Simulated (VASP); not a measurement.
# LiNbO3 (R3c) in VASP: notebook

LiNbO3 is run at these levels: PBE; tasks: single point.

All numbers are computed with VASP 6.6.1; they aren't measurements. Logs are shortened: lines on timing, memory, paths and dates and some standing lists are left out, and cuts for length are marked.

### 1 The cell of the first run

It takes space group R3c (No. 161, trigonal). The conventional cell has a = 5.159 Å, b = 5.159 Å, c = 15.094 Å, α = 90.00°, β = 90.00°, γ = 120.00°. Within 2.8 Å of Li (site symmetry 3) lie 6 O at 2.09 to 2.35 Å. Nb (site symmetry 3) has 6 O at 1.91 to 2.23 Å within 2.5 Å. O (site symmetry 1) has 2 Nb at 1.91 to 2.23 Å and 2 Li at 2.09 to 2.35 Å within 2.5 Å.

### 2 Single point, PBE (11.60 Å³/atom)

Contents of INCAR:

```
SYSTEM = LiNbO3
PREC = Accurate ; ENCUT = 520
EDIFF = 1E-6 ; ISMEAR = 0
SIGMA = 0.05 ; LREAL = .False.
LASPH = .True. ; NELM = 80
ALGO = Normal ; ISIF = 2
LWAVE = .False. ; LCHARG = .True.
GGA = PE ; LELF = .True.
LVHAR = .True. ; NBANDS = 45
```

Contents of KPOINTS:

```
regular mesh
0
Gamma
  6 6 6
  0 0 0
```

Contents of POSCAR:

```
LiNbO3
1.0
    2.5793866906      1.4892096002      5.0313516788
   -2.5793866906      1.4892096002      5.0313516788
    0.0000000000     -2.9784192004      5.0313516788
Li Nb O
2 2 6
Direct
    0.2815913687      0.2815913687      0.2815913687
    0.7815913687      0.7815913687      0.7815913687
    0.0004900497      0.0004900497      0.0004900497
    0.5004900497      0.5004900497      0.5004900497
    0.1104619503      0.3580262714      0.7211003599
    0.7211003599      0.1104619503      0.3580262714
    0.3580262714      0.7211003599      0.1104619503
    0.2211003599      0.8580262714      0.6104619503
    0.8580262714      0.6104619503      0.2211003599
    0.6104619503      0.2211003599      0.8580262714
```

Potentials or basis: VASP PAW PBE potentials, release 64 (Li_sv, Nb_sv, O).

The run is started by

```
cat potpaw_PBE.64/Li_sv/POTCAR potpaw_PBE.64/Nb_sv/POTCAR potpaw_PBE.64/O/POTCAR > POTCAR
mpirun -np 1 vasp_std > vasp.out
```

OUTCAR:

```text
SYSTEM = LiNbO3
   PREC = Accurate
   ENCUT = 520
   EDIFF = 1E-6
   ISMEAR = 0
   LREAL = .False.
   LASPH = .True.
   NELM = 80
   ISIF = 2
   GGA = PE

 ion  position               nearest neighbor table
   1  0.282  0.282  0.282-   9 2.09  10 2.09   8 2.09
   2  0.782  0.782  0.782-   5 2.09   6 2.09   7 2.09
   3  0.000  0.000  0.000-   7 1.91   6 1.91   5 1.91  10 2.23   8 2.23   9 2.23
   4  0.500  0.500  0.500-   8 1.91  10 1.91   9 1.91   6 2.23   7 2.23   5 2.23
   5  0.110  0.358  0.721-   3 1.91   2 2.09   4 2.23
   6  0.721  0.110  0.358-   3 1.91   2 2.09   4 2.23
   7  0.358  0.721  0.110-   3 1.91   2 2.09   4 2.23
   8  0.221  0.858  0.610-   4 1.91   1 2.09   3 2.23
   9  0.858  0.610  0.221-   4 1.91   1 2.09   3 2.23
  10  0.610  0.221  0.858-   4 1.91   1 2.09   3 2.23

  LATTYP: Found a trigonal (rhomboedric) cell.
 ALAT       =     5.8468350968
 COS(alpha) =     0.6107566386

  Lattice vectors:

 A1 = (   2.5793866906,   1.4892096002,   5.0313516788)
 A2 = (  -2.5793866906,   1.4892096002,   5.0313516788)
 A3 = (   0.0000000000,  -2.9784192004,   5.0313516788)

Analysis of symmetry for initial positions (statically):
=====================================================================
 Subroutine PRICEL returns:
 Original cell was already a primitive cell.

 Routine SETGRP: Setting up the symmetry group for a
 trigonal (rhombohedral) supercell.

 Subroutine GETGRP returns: Found  6 space group operations
 (whereof  3 operations were pure point group operations)
 out of a pool of 12 trial point group operations.

The static configuration has the point symmetry C_3 .
 The point group associated with its full space group is C_3v.

Analysis of symmetry for dynamics (positions and initial velocities):
=====================================================================
 Subroutine PRICEL returns:
 Original cell was already a primitive cell.

 Routine SETGRP: Setting up the symmetry group for a
 trigonal (rhombohedral) supercell.

 Subroutine GETGRP returns: Found  6 space group operations
 (whereof  3 operations were pure point group operations)
 out of a pool of 12 trial point group operations.

The dynamic configuration has the point symmetry C_3 .
 The point group associated with its full space group is C_3v.

 Subroutine INISYM returns: Found  6 space group operations
 (whereof  3 operations are pure point group operations),
 and found     1 'primitive' translations

----------------------------------------------------------------------------------------

                                     Primitive cell

  volume of cell :     115.9600

  direct lattice vectors                    reciprocal lattice vectors
     2.579386691  1.489209600  5.031351679     0.193844530  0.111916191  0.066251249
    -2.579386691  1.489209600  5.031351679    -0.193844530  0.111916191  0.066251249
     0.000000000 -2.978419200  5.031351679     0.000000000 -0.223832383  0.066251249

  length of vectors
     5.846835097  5.846835097  5.846835097     0.233431282  0.233431282  0.233431282

  position of ions in fractional coordinates (direct lattice)
     0.281591369  0.281591369  0.281591369
     0.781591369  0.781591369  0.781591369
     0.000490050  0.000490050  0.000490050
     0.500490050  0.500490050  0.500490050
     0.110461950  0.358026271  0.721100360
     0.721100360  0.110461950  0.358026271
     0.358026271  0.721100360  0.110461950
     0.221100360  0.858026271  0.610461950
     0.858026271  0.610461950  0.221100360
     0.610461950  0.221100360  0.858026271

  ion indices of the primitive-cell ions
   primitive index   ion index
                 1           1
                 2           2
                 3           3
                 4           4
                 5           5
                 6           6
                 7           7
                 8           8
                 9           9
                10          10

----------------------------------------------------------------------------------------

 KPOINTS: regular mesh

Automatic generation of k-mesh.
 Grid dimensions read from file:
 generate k-points for:    6    6    6

 Generating k-lattice:

  Cartesian coordinates                     Fractional coordinates (reciprocal lattice)
     0.032307422  0.018652699  0.011041875     0.166666667 -0.000000000  0.000000000
    -0.032307422  0.018652699  0.011041875    -0.000000000  0.166666667  0.000000000
     0.000000000 -0.037305397  0.011041875     0.000000000  0.000000000  0.166666667

  Length of vectors
     0.038905214  0.038905214  0.038905214

  Shift w.r.t. Gamma in fractional coordinates (k-lattice)
     0.000000000  0.000000000  0.000000000

 Subroutine IBZKPT returns following result:
 ===========================================

 Found     32 irreducible k-points:

 Following reciprocal coordinates:
            Coordinates               Weight
  0.000000  0.000000  0.000000      1.000000
  0.166667  0.000000 -0.000000      6.000000
  0.333333 -0.000000 -0.000000      6.000000
  0.500000  0.000000  0.000000      3.000000
  0.166667  0.166667 -0.000000      6.000000
  0.333333  0.166667  0.000000     12.000000
[... 16 lines left out ...]
  0.500000  0.500000  0.166667      6.000000
 -0.333333  0.500000  0.166667     12.000000
 [... further k-points ...]
   k-points           NKPTS =     32   k-points in BZ     NKDIM =     32   number of bands    NBANDS=     45
   number of dos      NEDOS =    301   number of ions     NIONS =     10
   total plane-waves  NPLWV = 110592
   dimension x,y,z NGX =    48 NGY =   48 NGZ =   48
   dimension x,y,z NGXF=    96 NGYF=   96 NGZF=   96
   ions per type =               2   2   6
   NGX,Y,Z   is equivalent  to a cutoff of  13.65, 13.65, 13.65 a.u.
   NGXF,Y,Z  is equivalent  to a cutoff of  27.30, 27.30, 27.30 a.u.
 SYSTEM =  LiNbO3
   PREC   = accura    normal or accurate (medium, high low for compatibility)
   ISTART =      0    job   : 0-new  1-cont  2-samecut
   ICHARG =      2    charge: 1-file 2-atom 10-const
   ISPIN  =      1    spin polarized calculation?
   LNONCOLLINEAR =      F non collinear calculations
   LSORBIT =      F    spin-orbit coupling
   LASPH  =      T    aspherical Exc in radial PAW
   ENCUT  =  520.0 eV  38.22 Ry    6.18 a.u.  10.87 10.87 10.87*2*pi/ulx,y,z
   NELM   =     80;   NELMIN=  2; NELMDL= -5     # of ELM steps
   EDIFF  = 0.1E-05   stopping-criterion for ELM
   LREAL  =      F    real-space projection
   EDIFFG = 0.1E-04   stopping-criterion for IOM
   NSW    =      0    number of steps for IOM
   IBRION =     -1    ionic relax: 0-MD 1-quasi-New 2-CG
   NFREE  =      0    steps in history (QN), initial steepest desc. (CG)
   ISIF   =      2    stress and relaxation
   ISYM   =      2    0-nonsym 1-usesym 2-fastsym
   POTIM  = 0.5000    time-step for ionic-motion
   TEBEG  =    0.0;   TEEND  =   0.0 temperature during run
   PSTRESS=    0.0 pullay stress
   NELECT =      68.0000    total number of electrons
   NUPDOWN=      -1.0000    fix difference up-down
   EMIN   =  10.00;   EMAX   =-10.00  energy-range for DOS
   EFERMI =   0.00;   METHOD = LEGACY
   ISMEAR =     0;   SIGMA  =   0.05  broadening in eV -4-tet -1-fermi 0-gaus
   EFERMI_NEDOS =   21; number of points for ismear=-14 and -15
   IALGO  =     38    algorithm
   IMIX   =      4    mixing-type and parameters
     AMIX     =   0.40;   BMIX     =  1.00
     AMIX_MAG =   1.60;   BMIX_MAG =  1.00
  volume/ion in A,a.u.               =      11.60        78.25
  Fermi-wavevector in a.u.,A,eV,Ry     =   1.370277  2.589448 25.547106  1.877659
  Thomas-Fermi vector in A             =   2.496078
   LORBIT       =      0    0 simple, 1 ext, 2 COOP (PROOUT), +10 PAW based schemes
   GGA     = PE    functional components
   LHFCALC =     F    Hartree Fock is set to
   AEXX    =    0.0000 exact exchange contribution
   IVDW    =     0    specifies the selected vdW correction
   LEPSILON=     F    determine dielectric tensor
   LRPA    =     F    only Hartree local field effects (RPA)
 non-spin polarized calculation
 Gauss-broadening in eV      SIGMA  =   0.05
  energy-cutoff  :      520.00
  volume of cell :      115.96
 maximum number of plane-waves:      3162
 NGX is ok and might be reduce to    48
   NGX = 21   NGY = 21   NGZ = 21

 number of electron      67.9999989 magnetization

 Free energy of the ion-electron system (eV)
  ---------------------------------------------------
  ext. energy  EPLUGINS =         0.00000000
  ---------------------------------------------------
  free energy    TOTEN  =       -79.61360629 eV

  energy without entropy =      -79.61360629  energy(sigma->0) =      -79.61360629

 E-fermi :   3.1938     XC(G=0): -10.3522

 val. band max:        2.8742124661   @ k =   0.0000   0.0000   0.0000
 cond. band min:       6.1020820567   @ k =   0.1667   0.1667  -0.0000
 fundamental gap:      3.2278695907
 Fermi energy:         3.1938140743

 k-point     1 :       0.0000    0.0000    0.0000
  band No.  band energies     occupation
      1     -51.6843      2.00000
      2     -51.6755      2.00000
      3     -39.9945      2.00000
      4     -39.9930      2.00000
      5     -27.8706      2.00000
      6     -27.8706      2.00000
[... 37 lines left out ...]
     44      11.7565      0.00000
     45      11.7569      0.00000

 k-point     2 :       0.1667    0.0000   -0.0000
  band No.  band energies     occupation
      1     -51.6837      2.00000
      2     -51.6761      2.00000
      3     -39.9945      2.00000
      4     -39.9931      2.00000
      5     -27.8653      2.00000
      6     -27.8645      2.00000
[... 1048 lines left out ...]
 k-point    24 :      -0.3333    0.5000    0.1667
  band No.  band energies     occupation
      1     -51.6806      2.00000
      2     -51.6791      2.00000
      3     -39.9940      2.00000
      4     -39.9937      2.00000
      5     -27.8706      2.00000
      6     -27.8688      2.00000
[... 37 lines left out ...]
     44      11.4262      0.00000
     45      12.6920      0.00000

 [... further k-points ...]

------------------------ aborting loop because EDIFF is reached ----------------------------------------

  FORCE on cell =-STRESS in cart. coord.  units (eV):
  Direction    XX          YY          ZZ          XY          YZ          ZX
  --------------------------------------------------------------------------------------
  -------------------------------------------------------------------------------------
  Total       -4.3862526     -4.3862526    -12.3711737      0.0000000     -0.0000000      0.0000000
  in kB      -60.6032645    -60.6032646   -170.9280270      0.0000000     -0.0000000      0.0000000
  external PRESSURE =     -97.3781854 kB  Pullay stress =       0.0000000 kB

 VOLUME and BASIS-vectors are now :
 -----------------------------------------------------------------------------
  energy-cutoff  :      520.00
  volume of cell :      115.96
      direct lattice vectors                 reciprocal lattice vectors
     2.579386691  1.489209600  5.031351679     0.193844530  0.111916191  0.066251249
    -2.579386691  1.489209600  5.031351679    -0.193844530  0.111916191  0.066251249
     0.000000000 -2.978419200  5.031351679     0.000000000 -0.223832383  0.066251249

 POSITION                                       TOTAL-FORCE (eV/Angst)
 -----------------------------------------------------------------------------------
      0.00000      0.00000      4.25036         0.000000      0.000000      0.038543
      0.00000      0.00000     11.79738         0.000000      0.000000      0.038543
      0.00000      0.00000      0.00740         0.000000      0.000000      0.739661
      0.00000      0.00000      7.55442         0.000000      0.000000      0.739661
     -0.63856     -1.45006      5.98524         0.256245     -0.493131     -0.259401
      1.57507      0.17202      5.98524         0.298942      0.468480     -0.259401
     -0.93651      1.27804      5.98524        -0.555187      0.024651     -0.259401
     -1.64288     -0.21117      8.50091         0.555187      0.024651     -0.259401
      0.63856      1.52836      8.50091        -0.256245     -0.493131     -0.259401
      1.00431     -1.31719      8.50091        -0.298942      0.468480     -0.259401
 -----------------------------------------------------------------------------------
    total drift:                               -0.000000     -0.000000      0.000917

  FREE ENERGIE OF THE ION-ELECTRON SYSTEM (eV)
  ---------------------------------------------------
  free  energy   TOTEN  =       -79.6136062881 eV

  energy  without entropy=      -79.6136062881  energy(sigma->0) =      -79.61360629
```

Run time: 7.9 min. Hardware: 1 thread of Intel Xeon 8259CL, shared host; peak memory 0.39 GiB.

What came out:

- Free energy: -79.6136 eV
- Largest force: 0.740 eV/Å
- Band gap on the k mesh: 3.23 eV (least direct gap 3.24 eV)

Forces in eV/Å, atoms in the order of the input:
```
Li   0.000  0.000  0.039
Li   0.000  0.000  0.039
Nb   0.000  0.000  0.740
Nb   0.000  0.000  0.740
O    0.256 -0.493 -0.259
O    0.299  0.468 -0.259
O   -0.555  0.025 -0.259
O    0.555  0.025 -0.259
O   -0.256 -0.493 -0.259
O   -0.299  0.468 -0.259
```

Levels at points of the mesh, in eV from the valence-band top:
| k point | band 32 | band 33 | band 34 | band 35 | band 36 | band 37 |
| --- | --- | --- | --- | --- | --- | --- |
| (0.00, 0.00, 0.00) | -0.64 | 0.00 | 0.00 | 3.24 | 3.24 | 3.89 |
| (0.50, 0.00, 0.00) | -0.43 | -0.26 | -0.26 | 3.48 | 3.48 | 4.24 |
| (0.50, 0.50, 0.00) | -0.70 | -0.51 | -0.20 | 3.34 | 3.74 | 4.04 |
| (0.50, 0.50, 0.50) | -0.26 | -0.26 | -0.26 | 4.31 | 4.31 | 4.32 |

Caveat: the cutoff is under 1.25 times the usual one of these potentials, so pressure, stress and relaxed cells hold a basis-set (Pulay) error. A k mesh can miss the band edges.

[end of part 1 of 4]
